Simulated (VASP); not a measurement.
# ZnSe (Stilleite) (F-43m) in VASP: a series of runs

Aim: see how the results for ZnSe (Stilleite) move with the level of theory and the settings. Levels: PBEsol, B3LYP. Tasks: single point, relaxation of cell and atoms.

Program: VASP 6.6.1. These are calculated values, not measurements. Logs are shortened: lines on timing, memory, paths and dates and some standing lists are left out, and cuts for length are marked.

**What was measured.**

From “Alloy Disordering Effects on the Thermal Conductivity and Energy Gap Temperature Dependence of Cd1−xZnxSe Ternary Crystals Grown by the Bridgman Method”, 2023, pmc:10253836, for a bulk crystal of ZnSe at 300 K: band gap 2.695 ± 0.003 eV (an exciton energy, a little under the gap).

The runs below are set against these values where they give the same quantity.

### 1 The cell of the first run

Symmetry: F-43m, No. 216, cubic system. Conventional cell: a = 5.668 Å, b = 5.668 Å, c = 5.668 Å, α = 90.00°, β = 90.00°, γ = 90.00°. Se (site symmetry -43m) has 4 Zn at 2.45 Å within 3.2 Å. Zn (site symmetry -43m) has 4 Se at 2.45 Å within 3.2 Å.

### 2 Single point, PBEsol, non-collinear spin, zero start, spin-orbit coupling

INCAR reads:

```
SYSTEM = ZnSe
PREC = Accurate
ENCUT = 520
EDIFF = 1E-7
ISMEAR = -1
SIGMA = 0.05
LREAL = .FALSE.
LASPH = .TRUE.
NELM = 150
ALGO = Normal
ISIF = 2
LWAVE = .FALSE.
LCHARG = .FALSE.
LNONCOLLINEAR = .TRUE.
MAGMOM = 0 0 0 0 0 0
LORBIT = 11
LSORBIT = .TRUE.
GGA_COMPAT = .FALSE.
LORBMOM = .TRUE.
GGA = PS
NBANDS = 30
```

KPOINTS reads:

```
regular mesh
0
G
  6 6 6
  0 0 0
```

POSCAR reads:

```
ZnSe
1.0
    0.0000000000      2.8338000000      2.8338000000
    2.8338000000      0.0000000000      2.8338000000
    2.8338000000      2.8338000000      0.0000000000
Se Zn
1 1
Direct
    0.7500000000      0.7500000000      0.7500000000
    0.0000000000      0.0000000000      0.0000000000
```

Potentials or basis: VASP PAW PBE potentials, release 64 (Se, Zn).

On the command line:

```bash
$ cat potpaw_PBE.64/Se/POTCAR potpaw_PBE.64/Zn/POTCAR > POTCAR
$ mpirun -np 1 vasp_ncl > vasp.out
```

OUTCAR:

```text
SYSTEM = ZnSe
   PREC = Accurate
   ENCUT = 520
   EDIFF = 1E-7
   ISMEAR = -1
   LREAL = .FALSE.
   LASPH = .TRUE.
   NELM = 150
   ISIF = 2
   LNONCOLLINEAR = .TRUE.
   LORBIT = 11
   LSORBIT = .TRUE.
   GGA = PS

 ion  position               nearest neighbor table
   1  0.750  0.750  0.750-   2 2.45   2 2.45   2 2.45   2 2.45
   2  0.000  0.000  0.000-   1 2.45   1 2.45   1 2.45   1 2.45

  LATTYP: Found a face centered cubic cell.
 ALAT       =     5.6676000000

  Lattice vectors:

 A1 = (   0.0000000000,   2.8338000000,   2.8338000000)
 A2 = (   2.8338000000,   0.0000000000,   2.8338000000)
 A3 = (   2.8338000000,   2.8338000000,   0.0000000000)

Analysis of symmetry for initial positions (statically):
=====================================================================
 Subroutine PRICEL returns:
 Original cell was already a primitive cell.

 Routine SETGRP: Setting up the symmetry group for a
 face centered cubic supercell.

 Subroutine GETGRP returns: Found 24 space group operations
 (whereof 24 operations were pure point group operations)
 out of a pool of 48 trial point group operations.

The static configuration has the point symmetry T_d .

Analysis of symmetry for dynamics (positions and initial velocities):
=====================================================================
 Subroutine PRICEL returns:
 Original cell was already a primitive cell.

 Routine SETGRP: Setting up the symmetry group for a
 face centered cubic supercell.

 Subroutine GETGRP returns: Found 24 space group operations
 (whereof 24 operations were pure point group operations)
 out of a pool of 48 trial point group operations.

The dynamic configuration has the point symmetry T_d .

Analysis of structural, dynamic, and magnetic symmetry:
=====================================================================
 Subroutine PRICEL returns:
 Original cell was already a primitive cell.

 Routine SETGRP: Setting up the symmetry group for a
 face centered cubic supercell.

 Subroutine GETGRP returns: Found 24 space group operations
 (whereof 24 operations were pure point group operations)
 out of a pool of 48 trial point group operations.

The overall configuration has the point symmetry T_d .

 Subroutine INISYM returns: Found 24 space group operations
 (whereof 24 operations are pure point group operations),
 and found     1 'primitive' translations

----------------------------------------------------------------------------------------

                                     Primitive cell

  volume of cell :      45.5132

  direct lattice vectors                    reciprocal lattice vectors
     0.000000000  2.833800000  2.833800000    -0.176441527  0.176441527  0.176441527
     2.833800000  0.000000000  2.833800000     0.176441527 -0.176441527  0.176441527
     2.833800000  2.833800000  0.000000000     0.176441527  0.176441527 -0.176441527

  length of vectors
     4.007598393  4.007598393  4.007598393     0.305605690  0.305605690  0.305605690

  position of ions in fractional coordinates (direct lattice)
     0.750000000  0.750000000  0.750000000
     0.000000000  0.000000000  0.000000000

  ion indices of the primitive-cell ions
   primitive index   ion index
                 1           1
                 2           2

----------------------------------------------------------------------------------------

 KPOINTS: regular mesh

Automatic generation of k-mesh.
 Grid dimensions read from file:
 generate k-points for:    6    6    6

 Generating k-lattice:

  Cartesian coordinates                     Fractional coordinates (reciprocal lattice)
    -0.029406921  0.029406921  0.029406921     0.166666667  0.000000000  0.000000000
     0.029406921 -0.029406921  0.029406921     0.000000000  0.166666667  0.000000000
     0.029406921  0.029406921 -0.029406921     0.000000000  0.000000000  0.166666667

  Length of vectors
     0.050934282  0.050934282  0.050934282

  Shift w.r.t. Gamma in fractional coordinates (k-lattice)
     0.000000000  0.000000000  0.000000000

 Subroutine IBZKPT returns following result:
 ===========================================

 Found     22 irreducible k-points:

 Following reciprocal coordinates:
            Coordinates               Weight
  0.000000  0.000000  0.000000      1.000000
  0.166667  0.000000  0.000000      4.000000
 -0.166667  0.000000  0.000000      4.000000
  0.333333  0.000000  0.000000      4.000000
 -0.333333  0.000000  0.000000      4.000000
  0.500000  0.000000  0.000000      4.000000
[... 14 lines left out ...]
 -0.333333  0.333333  0.166667     24.000000
[... 25 lines left out ...]
   ISIF   =      2    stress and relaxation
   ISYM   =      2    0-nonsym 1-usesym 2-fastsym
   POTIM  = 0.5000    time-step for ionic-motion
   TEBEG  =    0.0;   TEEND  =   0.0 temperature during run
   PSTRESS=    0.0 pullay stress
   NELECT =      18.0000    total number of electrons
   NUPDOWN=      -1.0000    fix difference up-down
   EMIN   =  10.00;   EMAX   =-10.00  energy-range for DOS
   EFERMI =   0.00;   METHOD = LEGACY
   ISMEAR =    -1;   SIGMA  =   0.05  broadening in eV -4-tet -1-fermi 0-gaus
   EFERMI_NEDOS =   21; number of points for ismear=-14 and -15
   IALGO  =     38    algorithm
   IMIX   =      4    mixing-type and parameters
     AMIX     =   0.40;   BMIX     =  1.00
     AMIX_MAG =   1.60;   BMIX_MAG =  1.00
  volume/ion in A,a.u.               =      22.76       153.57
  Fermi-wavevector in a.u.,A,eV,Ry     =   1.201673  2.270834 19.647073  1.444019
  Thomas-Fermi vector in A             =   2.337476
   LORBIT       =     11    0 simple, 1 ext, 2 COOP (PROOUT), +10 PAW based schemes
   GGA     = PS    functional components
   LHFCALC =     F    Hartree Fock is set to
   AEXX    =    0.0000 exact exchange contribution
   IVDW    =     0    specifies the selected vdW correction
   LEPSILON=     F    determine dielectric tensor
   LRPA    =     F    only Hartree local field effects (RPA)
  energy-cutoff  :      520.00
  volume of cell :       45.51
 maximum number of plane-waves:      2486
 NGX is ok and might be reduce to    30
   NGX = 15   NGY = 15   NGZ = 15

 number of electron      18.0000000 magnetization       0.0000000      0.0000000      0.0000000

 number of electron      18.0000012 magnetization      -0.0000000      0.0000000     -0.0000000

 number of electron      18.0000012 magnetization       0.0000000     -0.0000000      0.0000000

 number of electron      18.0000012 magnetization      -0.0000000     -0.0000000     -0.0000000

 Free energy of the ion-electron system (eV)
  ---------------------------------------------------
  ext. energy  EPLUGINS =         0.00000000
  ---------------------------------------------------
  free energy    TOTEN  =        -6.78858828 eV

  energy without entropy =       -6.78858783  energy(sigma->0) =       -6.78858806

 E-fermi :   2.1575     XC(G=0):  -9.5246

 val. band max:        1.6179563233   @ k =   0.0000   0.0000   0.0000
 cond. band min:       2.6613625530   @ k =   0.0000   0.0000   0.0000
 fundamental gap:      1.0434062297
 Fermi energy:         2.1575405902

 k-point     1 :       0.0000    0.0000    0.0000
  band No.  band energies     occupation
      1     -11.7921      1.00000
      2     -11.7921      1.00000
      3      -5.1804      1.00000
      4      -5.1804      1.00000
      5      -5.1804      1.00000
      6      -5.1804      1.00000
[... 715 lines left out ...]
     29      15.1788      0.00000
     30      15.2456      0.00000

------------------------ aborting loop because EDIFF is reached ----------------------------------------

  FORCE on cell =-STRESS in cart. coord.  units (eV):
  Direction    XX          YY          ZZ          XY          YZ          ZX
  --------------------------------------------------------------------------------------
  -------------------------------------------------------------------------------------
  Total       -0.2391545     -0.2391545     -0.2391545      0.0000000      0.0000000      0.0000000
  in kB       -8.4188266     -8.4188266     -8.4188266      0.0000000      0.0000000      0.0000000
  external PRESSURE =      -8.4188266 kB  Pullay stress =       0.0000000 kB

 VOLUME and BASIS-vectors are now :
 -----------------------------------------------------------------------------
  energy-cutoff  :      520.00
  volume of cell :       45.51
      direct lattice vectors                 reciprocal lattice vectors
     0.000000000  2.833800000  2.833800000    -0.176441527  0.176441527  0.176441527
     2.833800000  0.000000000  2.833800000     0.176441527 -0.176441527  0.176441527
     2.833800000  2.833800000  0.000000000     0.176441527  0.176441527 -0.176441527

 POSITION                                       TOTAL-FORCE (eV/Angst)
 -----------------------------------------------------------------------------------
      4.25070      4.25070      4.25070        -0.000000     -0.000000     -0.000000
      0.00000      0.00000      0.00000         0.000000      0.000000      0.000000
 -----------------------------------------------------------------------------------
    total drift:                                0.000000      0.000000      0.000000

  FREE ENERGIE OF THE ION-ELECTRON SYSTEM (eV)
  ---------------------------------------------------
  free  energy   TOTEN  =        -6.7885882792 eV

  energy  without entropy=       -6.7885878316  energy(sigma->0) =       -6.78858806

 orbital moment (x)

 # of ion     p       d       tot
 ----------------------------------------
  1        -0.000  -0.000  -0.000
  2        -0.000  -0.000  -0.000
 ----------------------------------------
           -0.000  -0.000  -0.000

 orbital moment (y)

 # of ion     p       d       tot
 ----------------------------------------
  1        -0.000   0.000  -0.000
  2         0.000   0.000   0.000
 ----------------------------------------
            0.000   0.000   0.000

 orbital moment (z)

 # of ion     p       d       tot
 ----------------------------------------
  1         0.000  -0.000  -0.000
  2         0.000  -0.000  -0.000
 ----------------------------------------
            0.000  -0.000  -0.000

 Spin-Orbit-Coupling matrix elements

 Ion:    1  E_soc:     -0.0370488
 l=   1
     0.0000000    -0.0061667    -0.0061667
    -0.0061667     0.0000000    -0.0061667
    -0.0061667    -0.0061667     0.0000000
 l=   2
     0.0000000    -0.0000039     0.0000000    -0.0000039    -0.0000042
    -0.0000039     0.0000000    -0.0000031    -0.0000039    -0.0000010
     0.0000000    -0.0000031     0.0000000    -0.0000031     0.0000000
    -0.0000039    -0.0000039    -0.0000031     0.0000000    -0.0000010
    -0.0000042    -0.0000010     0.0000000    -0.0000010     0.0000000
 l=   3
     0.0000000     0.0000000     0.0000000     0.0000000     0.0000000     0.0000000     0.0000000
     0.0000000     0.0000000     0.0000000     0.0000000     0.0000000     0.0000000     0.0000000
     0.0000000     0.0000000     0.0000000     0.0000000     0.0000000     0.0000000     0.0000000
     0.0000000     0.0000000     0.0000000     0.0000000     0.0000000     0.0000000     0.0000000
     0.0000000     0.0000000     0.0000000     0.0000000     0.0000000     0.0000000     0.0000000
     0.0000000     0.0000000     0.0000000     0.0000000     0.0000000     0.0000000     0.0000000
     0.0000000     0.0000000     0.0000000     0.0000000     0.0000000     0.0000000     0.0000000

 Ion:    2  E_soc:     -0.0087063
 l=   1
     0.0000000    -0.0004831    -0.0004831
    -0.0004831     0.0000000    -0.0004831
    -0.0004831    -0.0004831     0.0000000
 l=   2
     0.0000000    -0.0001954     0.0000000    -0.0001954    -0.0007725
    -0.0001954     0.0000000    -0.0005794    -0.0001954    -0.0001931
     0.0000000    -0.0005794     0.0000000    -0.0005794     0.0000000
    -0.0001954    -0.0001954    -0.0005794     0.0000000    -0.0001931
    -0.0007725    -0.0001931     0.0000000    -0.0001931     0.0000000
 l=   3
     0.0000000     0.0000000     0.0000000     0.0000000     0.0000000     0.0000000     0.0000000
     0.0000000     0.0000000     0.0000000     0.0000000     0.0000000     0.0000000     0.0000000
     0.0000000     0.0000000     0.0000000     0.0000000     0.0000000     0.0000000     0.0000000
     0.0000000     0.0000000     0.0000000     0.0000000     0.0000000     0.0000000     0.0000000
     0.0000000     0.0000000     0.0000000     0.0000000     0.0000000     0.0000000     0.0000000
     0.0000000     0.0000000     0.0000000     0.0000000     0.0000000     0.0000000     0.0000000
     0.0000000     0.0000000     0.0000000     0.0000000     0.0000000     0.0000000     0.0000000

 total charge

# of ion       s       p       d       tot
------------------------------------------
    1        1.437   2.413   0.030   3.880
    2        0.537   0.451   9.784  10.772
--------------------------------------------------
tot          1.974   2.863   9.815  14.652

 magnetization (x)

# of ion       s       p       d       tot
------------------------------------------
    1        0.000   0.000  -0.000  -0.000
    2       -0.000  -0.000  -0.000  -0.000
--------------------------------------------------
tot         -0.000  -0.000  -0.000  -0.000

 magnetization (y)

# of ion       s       p       d       tot
------------------------------------------
    1        0.000   0.000  -0.000   0.000
    2       -0.000   0.000   0.000  -0.000
--------------------------------------------------
tot         -0.000   0.000   0.000  -0.000

 magnetization (z)

# of ion       s       p       d       tot
------------------------------------------
    1        0.000   0.000   0.000   0.000
    2       -0.000   0.000   0.000   0.000
--------------------------------------------------
tot         -0.000   0.000   0.000   0.000
```

Run time: 41 s. Hardware: 1 thread of Intel Xeon 6975P-C (Granite Rapids), shared host; peak memory 0.29 GiB.

Results:

| Quantity | Value |
| --- | --- |
| Free energy | -6.7886 eV |
| Pressure | -0.8 GPa |
| Net moment | 0.00 μB per cell |
| Valence electrons inside the program's atomic spheres | Se 3.88; Zn 10.77 |

Moments on the atoms (μB; x, y, z):
```
Se  0.00 0.00 0.00
Zn  0.00 0.00 0.00
```

Caveat: the PAW data sets were made with another functional, which shifts forces and pressure a little.

### 3 Single point, B3LYP

This run uses another cell than the first one, of 24.26 Å³/atom, 1.066 times its volume.

POSCAR reads:

```
ZnSe
1.0
    0.0000000000      2.8949751770      2.8949751770
    2.8949751770      0.0000000000      2.8949751770
    2.8949751770      2.8949751770      0.0000000000
Se Zn
1 1
Direct
    0.7500000000      0.7500000000      0.7500000000
    0.0000000000      0.0000000000      0.0000000000
```

INCAR.step1 reads:

```
PREC = Accurate ; ENCUT = 520
EDIFF = 1E-5 ; ISMEAR = -1
SIGMA = 0.05 ; LREAL = F
LASPH = T ; NELM = 60
ALGO = Normal ; ISIF = 2
LWAVE = T ; LCHARG = F
NBANDS = 16 ; GGA = PE
```

INCAR.step2 reads:

```
PREC = Accurate ; ENCUT = 520
EDIFF = 1E-7 ; ISMEAR = -1
SIGMA = 0.05 ; LREAL = F
LASPH = T ; NELM = 60
ALGO = Normal ; ISIF = 2
LWAVE = F ; LCHARG = F
GGA = B3 ; LHFCALC = T
AEXX = 0.2 ; AGGAX = 0.72
AGGAC = 0.81 ; ALDAC = 0.19
PRECFOCK = Normal ; NBANDS = 16
ISTART = 1
```

KPOINTS reads:

```
regular mesh
0
Gamma
  4 4 4
```

Potentials or basis: VASP PAW PBE potentials, release 64 (Se, Zn).

On the command line:

```bash
$ cat potpaw_PBE.64/Se/POTCAR potpaw_PBE.64/Zn/POTCAR > POTCAR
$ cp INCAR.step1 INCAR
$ mpirun -np 1 vasp_std > vasp.out
$ cp INCAR.step2 INCAR
$ mpirun -np 1 vasp_std > vasp.out
```

Wall time 2.8 min (1 thread of Intel Xeon 6975P-C (Granite Rapids), shared host); peak memory 0.17 GiB.

It converged, with:

```yaml
Free_energy: -6.6696 eV
Pressure: 0.0 GPa
Band_gap_on_the_k_mesh: 2.43 eV, direct
```

Levels at points of the mesh, in eV from the valence-band top:
| k point | band 7 | band 8 | band 9 | band 10 | band 11 | band 12 |
| --- | --- | --- | --- | --- | --- | --- |
| (0.00, 0.00, 0.00) | 0.00 | 0.00 | 0.00 | 2.43 | 7.34 | 7.34 |
| (0.50, 0.00, 0.00) | -5.07 | -0.81 | -0.81 | 3.85 | 7.92 | 7.92 |
| (0.50, 0.50, 0.00) | -4.80 | -2.05 | -2.05 | 4.52 | 4.87 | 12.04 |

Caveat: the k points lie up to 0.47 Å⁻¹ apart; the PAW data sets were made with another functional, which shifts forces and pressure a little.

### 4 Relaxation of cell and atoms, B3LYP

POSCAR reads:

```
ZnSe
1.0
    0.0000000000      2.8338000000      2.8338000000
    2.8338000000      0.0000000000      2.8338000000
    2.8338000000      2.8338000000      0.0000000000
Se Zn
1 1
Direct
    0.7500000000      0.7500000000      0.7500000000
    0.0000000000      0.0000000000      0.0000000000
```

INCAR.step1 reads:

```
SYSTEM = ZnSe
PREC = Accurate ; ENCUT = 600
EDIFF = 1E-5 ; ISMEAR = -1
SIGMA = 0.05 ; LREAL = .FALSE.
LASPH = .TRUE. ; NELM = 100
ALGO = Normal ; LWAVE = .TRUE.
LCHARG = .FALSE. ; GGA = PE
NBANDS = 16
```

INCAR.step2 reads:

```
SYSTEM = ZnSe
PREC = Accurate ; ENCUT = 600
EDIFF = 1E-7 ; ISMEAR = -1
SIGMA = 0.05 ; LREAL = .FALSE.
LASPH = .TRUE. ; NELM = 100
ALGO = Normal ; ISIF = 3
LWAVE = .FALSE. ; LCHARG = .FALSE.
GGA = B3 ; LHFCALC = .TRUE.
AEXX = 0.2 ; AGGAX = 0.72
AGGAC = 0.81 ; ALDAC = 0.19
PRECFOCK = Normal ; IBRION = 2
NSW = 60 ; EDIFFG = -0.01
ISTART = 1
```

KPOINTS reads:

```
Automatic mesh
0
G
  4 4 4
  0 0 0
```

On the command line:

```bash
$ cat potpaw_PBE.64/Se/POTCAR potpaw_PBE.64/Zn/POTCAR > POTCAR
$ cp INCAR.step1 INCAR
$ mpirun -np 1 vasp_std > vasp.out
$ cp INCAR.step2 INCAR
$ mpirun -np 1 vasp_std > vasp.out
```

Wall time 22 min (1 thread of Intel Xeon 6975P-C (Granite Rapids), shared host); peak memory 0.2 GiB.

It converged, with:

| Quantity | Value |
| --- | --- |
| Free energy | -6.6696 eV |
| Relaxed volume | 24.27 Å³/atom |
| Relaxed cell | a = 4.095 Å, b = 4.095 Å, c = 4.095 Å, α = 60.00°, β = 60.00°, γ = 60.00° |
| Space group after relaxing (to 0.05 Å) | F-43m (No. 216) |
| Energy gained by relaxing | 18.5 meV/atom |
| Ionic steps | 3 |
| Pressure after relaxing | 0.0 GPa |
| Band gap on the k mesh | 2.43 eV, direct |

The path:
```csv
step,energy change (eV),largest force (eV/Å),pressure (GPa),volume (Å³)
1,0.0000,0.0000,4.12,45.51
2,-0.0340,0.0000,-1.03,49.47
3,-0.0370,0.0000,0.00,48.54
```

Final structure:
```
CELL_PARAMETERS angstrom
0.00000 2.89530 2.89530
2.89530 0.00000 2.89530
2.89530 2.89530 0.00000
ATOMIC_POSITIONS crystal
Se 0.75000 0.75000 0.75000
Zn 0.00000 0.00000 0.00000
```

Levels at points of the mesh, in eV from the valence-band top:
| k point | band 7 | band 8 | band 9 | band 10 | band 11 | band 12 |
| --- | --- | --- | --- | --- | --- | --- |
| (0.00, 0.00, 0.00) | 0.00 | 0.00 | 0.00 | 2.43 | 7.34 | 7.34 |
| (0.50, 0.00, 0.00) | -5.07 | -0.81 | -0.81 | 3.85 | 7.92 | 7.92 |
| (0.50, 0.50, 0.00) | -4.80 | -2.04 | -2.04 | 4.52 | 4.87 | 12.04 |

Caveat: the k points lie up to 0.47 Å⁻¹ apart in the final cell; the PAW data sets were made with another functional, which shifts forces and pressure a little. Zero-point motion and thermal expansion aren't in these numbers.

(Part 1 of 2 ends here.)
